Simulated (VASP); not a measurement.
# Ni (Pm-3m) in VASP: notebook

Runs on Ni. Level: PBE. Tasks: single point.

Everything below comes from runs of VASP 6.6.1. Logs are shortened: lines on timing, memory, paths and dates and some standing lists are left out, and cuts for length are marked.

### Step 1. The cell of the first run

Symmetry: Pm-3m, No. 221, cubic system. Conventional cell: a = 2.327 Å, b = 2.327 Å, c = 2.327 Å, α = 90.00°, β = 90.00°, γ = 90.00°. Within 3.1 Å of Ni (site symmetry m-3m) lie 6 Ni at 2.33 Å.

### Step 2. Single point, PBE

File INCAR:

```
PREC = Accurate ; ENCUT = 600
EDIFF = 1E-6 ; ISMEAR = -1
SIGMA = 0.1 ; LREAL = F
LASPH = T ; NELM = 120
ALGO = Normal ; ISIF = 2
LWAVE = F ; LCHARG = F
GGA = PE ; NBANDS = 11
GGA_COMPAT = F
```

File KPOINTS:

```
Automatic mesh
0
Gamma
  22 22 22
```

File POSCAR:

```
Ni
1.0
    2.3265230022      0.0000000000      0.0000000000
    0.0000000000      2.3265230022      0.0000000000
    0.0000000000      0.0000000000      2.3265230022
Ni
1
Direct
    0.0000000000      0.0000000000      0.0000000000
```

Potentials or basis: VASP PAW PBE potentials, release 64 (Ni).

Command:

```console
> cat potpaw_PBE.64/Ni/POTCAR > POTCAR
> mpirun -np 1 vasp_std > vasp.out
```

OUTCAR:

```text
PREC = Accurate
   ENCUT = 600
   EDIFF = 1E-6
   ISMEAR = -1
   LREAL = F
   LASPH = T
   NELM = 120
   ISIF = 2
   GGA = PE

 ion  position               nearest neighbor table
   1  0.000  0.000  0.000-

  LATTYP: Found a simple cubic cell.
 ALAT       =     2.3265230022

  Lattice vectors:

 A1 = (   2.3265230022,   0.0000000000,   0.0000000000)
 A2 = (   0.0000000000,   2.3265230022,   0.0000000000)
 A3 = (   0.0000000000,   0.0000000000,   2.3265230022)

Analysis of symmetry for initial positions (statically):
=====================================================================
 Subroutine PRICEL returns:
 Original cell was already a primitive cell.

 Routine SETGRP: Setting up the symmetry group for a
 simple cubic supercell.

 Subroutine GETGRP returns: Found 48 space group operations
 (whereof 48 operations were pure point group operations)
 out of a pool of 48 trial point group operations.

The static configuration has the point symmetry O_h .

Analysis of symmetry for dynamics (positions and initial velocities):
=====================================================================
 Subroutine PRICEL returns:
 Original cell was already a primitive cell.

 Routine SETGRP: Setting up the symmetry group for a
 simple cubic supercell.

 Subroutine GETGRP returns: Found 48 space group operations
 (whereof 48 operations were pure point group operations)
 out of a pool of 48 trial point group operations.

The dynamic configuration has the point symmetry O_h .

 Subroutine INISYM returns: Found 48 space group operations
 (whereof 48 operations are pure point group operations),
 and found     1 'primitive' translations

----------------------------------------------------------------------------------------

                                     Primitive cell

  volume of cell :      12.5928

  direct lattice vectors                    reciprocal lattice vectors
     2.326523002  0.000000000  0.000000000     0.429825967  0.000000000  0.000000000
     0.000000000  2.326523002  0.000000000     0.000000000  0.429825967  0.000000000
     0.000000000  0.000000000  2.326523002     0.000000000  0.000000000  0.429825967

  length of vectors
     2.326523002  2.326523002  2.326523002     0.429825967  0.429825967  0.429825967

  position of ions in fractional coordinates (direct lattice)
     0.000000000  0.000000000  0.000000000

  ion indices of the primitive-cell ions
   primitive index   ion index
                 1           1

----------------------------------------------------------------------------------------

 KPOINTS: Automatic mesh

Automatic generation of k-mesh.
 Grid dimensions read from file:
 generate k-points for:   22   22   22

 Generating k-lattice:

  Cartesian coordinates                     Fractional coordinates (reciprocal lattice)
     0.019537544  0.000000000  0.000000000     0.045454545  0.000000000  0.000000000
     0.000000000  0.019537544  0.000000000     0.000000000  0.045454545  0.000000000
     0.000000000  0.000000000  0.019537544     0.000000000  0.000000000  0.045454545

  Length of vectors
     0.019537544  0.019537544  0.019537544

  Shift w.r.t. Gamma in fractional coordinates (k-lattice)
     0.000000000  0.000000000  0.000000000

 Subroutine IBZKPT returns following result:
 ===========================================

 Found    364 irreducible k-points:

 Following reciprocal coordinates:
            Coordinates               Weight
  0.000000  0.000000  0.000000      1.000000
  0.045455  0.000000  0.000000      6.000000
  0.090909  0.000000  0.000000      6.000000
  0.136364  0.000000  0.000000      6.000000
  0.181818  0.000000  0.000000      6.000000
  0.227273  0.000000  0.000000      6.000000
[... 16 lines left out ...]
  0.500000  0.045455  0.000000     12.000000
  0.090909  0.090909  0.000000     12.000000
 [... further k-points ...]
   k-points           NKPTS =    364   k-points in BZ     NKDIM =    364   number of bands    NBANDS=     11
   number of dos      NEDOS =    301   number of ions     NIONS =      1
   total plane-waves  NPLWV =   8000
   dimension x,y,z NGX =    20 NGY =   20 NGZ =   20
   dimension x,y,z NGXF=    40 NGYF=   40 NGZF=   40
   ions per type =               1
   NGX,Y,Z   is equivalent  to a cutoff of  14.29, 14.29, 14.29 a.u.
   NGXF,Y,Z  is equivalent  to a cutoff of  28.58, 28.58, 28.58 a.u.
 SYSTEM =  unknown system
   PREC   = accura    normal or accurate (medium, high low for compatibility)
   ISTART =      0    job   : 0-new  1-cont  2-samecut
   ICHARG =      2    charge: 1-file 2-atom 10-const
   ISPIN  =      1    spin polarized calculation?
   LNONCOLLINEAR =      F non collinear calculations
   LSORBIT =      F    spin-orbit coupling
   LASPH  =      T    aspherical Exc in radial PAW
   ENCUT  =  600.0 eV  44.10 Ry    6.64 a.u.   4.65  4.65  4.65*2*pi/ulx,y,z
   NELM   =    120;   NELMIN=  2; NELMDL= -5     # of ELM steps
   EDIFF  = 0.1E-05   stopping-criterion for ELM
   LREAL  =      F    real-space projection
   EDIFFG = 0.1E-04   stopping-criterion for IOM
   NSW    =      0    number of steps for IOM
   IBRION =     -1    ionic relax: 0-MD 1-quasi-New 2-CG
   NFREE  =      0    steps in history (QN), initial steepest desc. (CG)
   ISIF   =      2    stress and relaxation
   ISYM   =      2    0-nonsym 1-usesym 2-fastsym
   POTIM  = 0.5000    time-step for ionic-motion
   TEBEG  =    0.0;   TEEND  =   0.0 temperature during run
   PSTRESS=    0.0 pullay stress
   NELECT =      10.0000    total number of electrons
   NUPDOWN=      -1.0000    fix difference up-down
   EMIN   =  10.00;   EMAX   =-10.00  energy-range for DOS
   EFERMI =   0.00;   METHOD = LEGACY
   ISMEAR =    -1;   SIGMA  =   0.10  broadening in eV -4-tet -1-fermi 0-gaus
   EFERMI_NEDOS =   21; number of points for ismear=-14 and -15
   IALGO  =     38    algorithm
   IMIX   =      4    mixing-type and parameters
     AMIX     =   0.40;   BMIX     =  1.00
     AMIX_MAG =   1.60;   BMIX_MAG =  1.00
  volume/ion in A,a.u.               =      12.59        84.98
  Fermi-wavevector in a.u.,A,eV,Ry     =   1.516006  2.864835 31.269903  2.298273
  Thomas-Fermi vector in A             =   2.625453
   LORBIT       =      0    0 simple, 1 ext, 2 COOP (PROOUT), +10 PAW based schemes
   GGA     = PE    functional components
   LHFCALC =     F    Hartree Fock is set to
   AEXX    =    0.0000 exact exchange contribution
   IVDW    =     0    specifies the selected vdW correction
   LEPSILON=     F    determine dielectric tensor
   LRPA    =     F    only Hartree local field effects (RPA)
 non-spin polarized calculation
  energy-cutoff  :      600.00
  volume of cell :       12.59
 maximum number of plane-waves:       443
 NGX is ok and might be reduce to    20
   NGX =  9   NGY =  9   NGZ =  9

 number of electron      10.0000000 magnetization

 number of electron       9.9999988 magnetization

 Free energy of the ion-electron system (eV)
  ---------------------------------------------------
  ext. energy  EPLUGINS =         0.00000000
  ---------------------------------------------------
  free energy    TOTEN  =        -4.79730420 eV

  energy without entropy =       -4.71961246  energy(sigma->0) =       -4.75845833

 E-fermi :   7.4003     XC(G=0): -12.3128

 val. band max:        7.3985298035   @ k =   0.0455   0.0455   0.0000
 cond. band min:       7.4008970276   @ k =   0.2273   0.0909   0.0000
 fundamental gap:      0.0023672240
 Fermi energy:         7.4002527284

 k-point     1 :       0.0000    0.0000    0.0000
  band No.  band energies     occupation
      1      -0.5069      2.00000
      2       4.1197      2.00000
      3       4.1197      2.00000
      4       7.4452      0.77892
      5       7.4452      0.77892
      6       7.4452      0.77891
      7      26.9266      0.00000
      8      26.9266      0.00000
      9      26.9266      0.00000
     10      30.7381      0.00000
     11      30.7381      0.00000

 k-point     2 :       0.0455    0.0000    0.0000
  band No.  band energies     occupation
      1      -0.4456      2.00000
      2       4.1282      2.00000
      3       4.1469      2.00000
      4       7.4220      0.89193
      5       7.4220      0.89193
      6       7.4471      0.77011
      7      25.9882      0.00000
      8      27.0097      0.00000
      9      27.0097      0.00000
     10      30.7524      0.00000
     11      31.4583      0.00000

 k-point     3 :       0.0909    0.0000    0.0000
  band No.  band energies     occupation
      1      -0.2632      2.00000
      2       4.1532      2.00000
      3       4.2274      2.00000
      4       7.3547      1.22408
      5       7.3547      1.22408
      6       7.4525      0.74471
      7      24.2013      0.00000
      8      27.2569      0.00000
      9      27.2569      0.00000
     10      30.7953      0.00000
     11      32.4246      0.00000

 k-point     4 :       0.1364    0.0000    0.0000
  band No.  band energies     occupation
      1       0.0356      2.00000
      2       4.1927      2.00000
      3       4.3577      2.00000
      4       7.2502      1.63541
      5       7.2502      1.63541
      6       7.4610      0.70529
      7      22.2690      0.00000
      8      27.6613      0.00000
      9      27.6613      0.00000
     10      30.8671      0.00000
     11      32.9600      0.00000
[... 239 lines left out ...]
 k-point    22 :       0.4545    0.0455    0.0000
  band No.  band energies     occupation
      1       3.6229      2.00000
      2       4.5714      2.00000
      3       5.9187      2.00000
      4       6.4202      1.99989
      5       6.8090      1.99460
      6       7.5153      0.48094
      7      11.6053      0.00000
      8      31.2585      0.00000
      9      33.0567      0.00000
     10      33.7940      0.00000
     11      33.9915      0.00000

 k-point    23 :       0.5000    0.0455    0.0000
  band No.  band energies     occupation
      1       3.7408      2.00000
      2       4.5808      2.00000
      3       5.9484      2.00000
      4       6.4007      1.99991
      5       6.9172      1.98417
      6       7.5172      0.47391
      7      11.2588      0.00000
      8      31.4980      0.00000
      9      33.4004      0.00000
     10      33.5808      0.00000
     11      34.3636      0.00000

 k-point    24 :       0.0909    0.0909    0.0000
  band No.  band energies     occupation
      1      -0.0215      2.00000
      2       4.2228      2.00000
      3       4.3006      2.00000
      4       7.2618      1.59932
      5       7.3481      1.25516
      6       7.3778      1.11196
      7      24.1597      0.00000
      8      24.8064      0.00000
      9      27.5850      0.00000
     10      31.6198      0.00000
     11      34.1077      0.00000

 [... further k-points ...]
[... 5 lines left out ...]
  --------------------------------------------------------------------------------------
  -------------------------------------------------------------------------------------
  Total       -0.0117695     -0.0117695     -0.0117695      0.0000000      0.0000000     -0.0000000
  in kB       -1.4974293     -1.4974293     -1.4974293      0.0000000      0.0000000     -0.0000000
  external PRESSURE =      -1.4974293 kB  Pullay stress =       0.0000000 kB

 VOLUME and BASIS-vectors are now :
 -----------------------------------------------------------------------------
  energy-cutoff  :      600.00
  volume of cell :       12.59
      direct lattice vectors                 reciprocal lattice vectors
     2.326523002  0.000000000  0.000000000     0.429825967  0.000000000  0.000000000
     0.000000000  2.326523002  0.000000000     0.000000000  0.429825967  0.000000000
     0.000000000  0.000000000  2.326523002     0.000000000  0.000000000  0.429825967

 POSITION                                       TOTAL-FORCE (eV/Angst)
 -----------------------------------------------------------------------------------
      0.00000      0.00000      0.00000         0.000000      0.000000      0.000000
 -----------------------------------------------------------------------------------
    total drift:                               -0.000000      0.000000      0.000000

  FREE ENERGIE OF THE ION-ELECTRON SYSTEM (eV)
  ---------------------------------------------------
  free  energy   TOTEN  =        -4.7973041957 eV

  energy  without entropy=       -4.7196124596  energy(sigma->0) =       -4.75845833
```

Wall time 35 s (1 thread of Intel Xeon Platinum 8259CL at 2.50GHz (Skylake/Cascade Lake), shared host); peak memory 0.17 GiB.

What came out:

* Free energy: -4.7973 eV
* Pressure: -0.1 GPa
* Band gap on the k mesh: zero (band 5 reaches 8.21 eV, above the bottom of band 6 at 6.96 eV)

Caveat: the run has no spin polarisation, though such a crystal can be magnetic.

### Step 3. Single point, PBE, non-collinear spin, zero start, spin-orbit coupling

File INCAR:

```
SYSTEM = Ni
  PREC = Accurate
  ENCUT = 600
  EDIFF = 1E-6
  ISMEAR = -1
  SIGMA = 0.1
  LREAL = .False.
  LASPH = .True.
  NELM = 200
  ALGO = Normal
  ISIF = 2
  LWAVE = .False.
  LCHARG = .False.
  LNONCOLLINEAR = .True.
  MAGMOM = 0 0 0
  LORBIT = 11
  LSORBIT = .True.
  GGA_COMPAT = .False.
  LORBMOM = .True.
  LMAXMIX = 4
  GGA = PE
  NBANDS = 21
```

File KPOINTS:

```
regular mesh
0
Gamma
  13 13 13
  0 0 0
```

POSCAR is that of step 2.

Potentials or basis: VASP PAW PBE potentials, release 64 (Ni).

Command:

```console
> cat potpaw_PBE.64/Ni/POTCAR > POTCAR
> mpirun -np 1 vasp_ncl > vasp.out
```

OUTCAR:

```text
SYSTEM = Ni
   PREC = Accurate
   ENCUT = 600
   EDIFF = 1E-6
   ISMEAR = -1
   LREAL = .False.
   LASPH = .True.
   NELM = 200
   ISIF = 2
   LNONCOLLINEAR = .True.
   LORBIT = 11
   LSORBIT = .True.
   GGA = PE

 ion  position               nearest neighbor table
   1  0.000  0.000  0.000-

  LATTYP: Found a simple cubic cell.
 ALAT       =     2.3265230022

  Lattice vectors:

 A1 = (   2.3265230022,   0.0000000000,   0.0000000000)
 A2 = (   0.0000000000,   2.3265230022,   0.0000000000)
 A3 = (   0.0000000000,   0.0000000000,   2.3265230022)

Analysis of symmetry for initial positions (statically):
=====================================================================
 Subroutine PRICEL returns:
 Original cell was already a primitive cell.

 Routine SETGRP: Setting up the symmetry group for a
 simple cubic supercell.

 Subroutine GETGRP returns: Found 48 space group operations
 (whereof 48 operations were pure point group operations)
 out of a pool of 48 trial point group operations.

The static configuration has the point symmetry O_h .

Analysis of symmetry for dynamics (positions and initial velocities):
=====================================================================
 Subroutine PRICEL returns:
 Original cell was already a primitive cell.

 Routine SETGRP: Setting up the symmetry group for a
 simple cubic supercell.
[... 781 lines left out ...]

  energy  without entropy=       -4.7324152150  energy(sigma->0) =       -4.77069741

 orbital moment (x)

 # of ion     p       d       tot
 ----------------------------------------
  1        -0.000  -0.000  -0.000
 ----------------------------------------
           -0.000  -0.000  -0.000

 orbital moment (y)

 # of ion     p       d       tot
 ----------------------------------------
  1         0.000   0.000   0.000
 ----------------------------------------
            0.000   0.000   0.000

 orbital moment (z)

 # of ion     p       d       tot
 ----------------------------------------
  1         0.000   0.000   0.000
 ----------------------------------------
            0.000   0.000   0.000

 Spin-Orbit-Coupling matrix elements

 Ion:    1  E_soc:     -0.0222384
 l=   1
     0.0000000    -0.0003423    -0.0003423
    -0.0003423     0.0000000    -0.0003423
    -0.0003423    -0.0003423     0.0000000
 l=   2
     0.0000000    -0.0012882     0.0000000    -0.0012882    -0.0020759
    -0.0012882     0.0000000    -0.0015569    -0.0012882    -0.0005190
     0.0000000    -0.0015569     0.0000000    -0.0015569     0.0000000
    -0.0012882    -0.0012882    -0.0015569     0.0000000    -0.0005190
    -0.0020759    -0.0005190     0.0000000    -0.0005190     0.0000000
 l=   3
     0.0000000     0.0000000     0.0000000     0.0000000     0.0000000     0.0000000     0.0000000
     0.0000000     0.0000000     0.0000000     0.0000000     0.0000000     0.0000000     0.0000000
     0.0000000     0.0000000     0.0000000     0.0000000     0.0000000     0.0000000     0.0000000
     0.0000000     0.0000000     0.0000000     0.0000000     0.0000000     0.0000000     0.0000000
     0.0000000     0.0000000     0.0000000     0.0000000     0.0000000     0.0000000     0.0000000
     0.0000000     0.0000000     0.0000000     0.0000000     0.0000000     0.0000000     0.0000000
     0.0000000     0.0000000     0.0000000     0.0000000     0.0000000     0.0000000     0.0000000

 total charge

# of ion       s       p       d       tot
------------------------------------------
    1        0.508   0.383   8.362   9.252

 magnetization (x)

# of ion       s       p       d       tot
------------------------------------------
    1        0.000   0.000   0.000   0.000

 magnetization (y)

# of ion       s       p       d       tot
------------------------------------------
    1        0.000   0.000  -0.000  -0.000

 magnetization (z)

# of ion       s       p       d       tot
------------------------------------------
    1        0.000  -0.000   0.000   0.000
```

Wall time 42 s (1 thread of Intel Xeon Platinum 8259CL at 2.50GHz (Skylake/Cascade Lake), shared host); peak memory 0.18 GiB.

What came out:

| Item | Value |
| --- | --- |
| Free energy | -4.8090 eV |
| Pressure | -0.2 GPa |
| Net moment | 0.00 μB per cell |
| Valence electrons inside the program's atomic spheres | Ni 9.25 |

Moments on the atoms (μB; x, y, z):
```
Ni  0.00 0.00 0.00
```

### Step 4. Single point, PBE, collinear spin, ferromagnetic start

This run uses another cell than the first one, of 12.62 Å³/atom, 1.002 times its volume.

File INCAR:

```
ALGO = Normal
EDIFF = 1E-6
ENCUT = 600
GGA = PE
GGA_COMPAT = F
ISIF = 2
ISMEAR = -1
ISPIN = 2
LASPH = T
LCHARG = T
LELF = T
LMAXMIX = 4
LORBIT = 11
LREAL = F
LVHAR = T
LWAVE = F
MAGMOM = 0.575
NBANDS = 15
NELM = 200
PREC = Accurate
SIGMA = 0.1
```

File KPOINTS:

```
k-points
0
Gamma
  7 7 7
```

File POSCAR:

```
Ni
1.0
    2.3283263099      0.0000000000      0.0000000000
    0.0000000000      2.3283263099      0.0000000000
    0.0000000000      0.0000000000      2.3283263099
Ni
1
Direct
    0.0000000000      0.0000000000      0.0000000000
```

Command:

```console
> cat potpaw_PBE.64/Ni/POTCAR > POTCAR
> mpirun -np 1 vasp_std > vasp.out
```

It took 18 s on 1 thread of AMD EPYC 7R43 (Zen 3), shared host; peak memory 0.09 GiB.

The run converged. Its results:

| Item | Value |
| --- | --- |
| Free energy | -4.8258 eV |
| Pressure | -0.6 GPa |
| Net moment | 0.32 μB per cell |
| Site moments | Ni +0.32 μB |
| Valence electrons inside the program's atomic spheres | Ni 9.25 |

Levels at points of the mesh, in eV from the Fermi level:
Spin up:
```csv
k point,band 2,band 3,band 4,band 5,band 6,band 7,band 8,band 9
"(0.00, 0.00, 0.00)",-3.44,-3.44,-0.24,-0.24,-0.24,19.42,19.42,19.42
```
Spin down:
| k point | band 3 | band 4 | band 5 | band 6 | band 7 | band 8 |
| --- | --- | --- | --- | --- | --- | --- |
| (0.00, 0.00, 0.00) | -3.24 | 0.18 | 0.18 | 0.18 | 19.48 | 19.48 |

Caveat: the k points lie up to 0.39 Å⁻¹ apart.

### Step 5. The runs side by side

```tsv
spin	cell	k mesh	gap on the mesh (eV)	pressure (GPa)	moment (μB)
off	a = 2.327 Å, 1 atom	22 × 22 × 22	none	-0.1	-
non-collinear, zero start, SOC	a = 2.327 Å, 1 atom	13 × 13 × 13	-	-0.2	0.00
collinear, ferromagnetic start	a = 2.328 Å, 1 atom	7 × 7 × 7	none	-0.6	0.32
```

Alike in all rows: task single point; level PBE; potentials or basis VASP PAW PBE potentials, release 64 (Ni); cutoff (eV) 600; smearing fermi-dirac 0.1 eV.

Caveats: some runs use coarse meshes.

Total energies depend on the potentials used, so only differences within one code and one set of settings carry meaning.
